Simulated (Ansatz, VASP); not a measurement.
## Two plane-wave programs on MgO

The input INCAR:

```
ALGO     = Normal         # electronic algorithm
EDIFF    = 1E-7           # SCF threshold, eV
ENCUT    = 520            # plane-wave cutoff, eV
GGA      = PE             # functional
ISIF     = 2              # what is computed and relaxed
ISMEAR   = 0              # smearing method
LASPH    = T              # aspherical terms in the spheres
LCHARG   = F              # write CHGCAR
LREAL    = F              # projectors in reciprocal space
LWAVE    = F              # write WAVECAR
NBANDS   = 16             # bands
NELM     = 80             # most SCF steps
PREC     = Accurate       # precision mode
SIGMA    = 0.05           # smearing width, eV
```

The input KPOINTS:

```
k-points
0
Gamma
  9 9 6
```

POSCAR

```
MgO
1.0
    3.3152854007      0.0000000000      0.0000000000
   -1.6576427004      2.8711213778      0.0000000000
    0.0000000000      0.0000000000      5.1215474231
Mg O
2 2
Direct
    0.2930547000      0.6536752271      0.0063188067
    0.7069453000      0.3463247729      0.5063188067
    0.3705486749      0.6786700745      0.3982811933
    0.6294513251      0.3213299255      0.8982811933
```

Input for Ansatz:

```yaml
crystal:
  lattice:
    - [3.3152854007, 0.0, 0.0]
    - [-1.6576427004, 2.8711213778, 0.0]
    - [0.0, 0.0, 5.1215474231]
  atoms:
    - { symbol: Mg, position: [0.2930547, 0.6536752271, 0.0063188067] }
    - { symbol: Mg, position: [0.7069453, 0.3463247729, 0.5063188067] }
    - { symbol: O, position: [0.3705486749, 0.6786700745, 0.3982811933] }
    - { symbol: O, position: [0.6294513251, 0.3213299255, 0.8982811933] }
basis:
  ecutwfc: 520.0
kpoints:
  mp_grid: { grid: [9, 9, 6] }
hamiltonian:
  xc: pbe
  pseudopotentials: { kind: paw, azcp: { folder: soft_1 } }
scf:
  occupations: { method: gaussian, width: 0.05 }
output:
  forces: true
  stress: true
  eigenvalues: true
```

Change from the starting cell: mode 4 frozen in at -0.112 Å and mode 5 at -0.037 Å (largest displacements).

Alike in both runs: task single point; functional PBE; k mesh 9 × 9 × 6; occupations gaussian, width 0.05 eV; no spin polarisation.

```csv
,VASP,Ansatz
version,VASP 6.6.1,Ansatz 0.2.0
potentials or method,"VASP PAW PBE potentials, release 64 (Mg, O), cutoff 520 eV","scalar-relativistic, plane waves, PAW"
valence electrons in the cell,16,32
```

Ansatz gave:

```
gap on the k mesh at the Fermi level (eV)                     : 3.32
least direct gap on the mesh (eV)                             : 3.32
pressure (GPa)                                                : -0.2
traceless stress, the component that is largest in VASP (GPa) : -0.48
rms of the force components (eV/Å)                            : 0.186
```

Q: Estimate VASP's values.

A: gap on the k mesh at the Fermi level (eV): 3.30; least direct gap on the mesh (eV): 3.30; pressure (GPa): -0.7; traceless stress, the component that is largest in VASP (GPa): -0.51; rms of the force components (eV/Å): 0.188.

Atom by atom the forces differ by 0.002 eV/Å (rms over components). The functional is the same, so the differences come from potentials, cutoffs and numerics. VASP's potentials hold 16 valence electrons a cell and Ansatz's 32, so a difference there can come from the potentials and not from the codes.
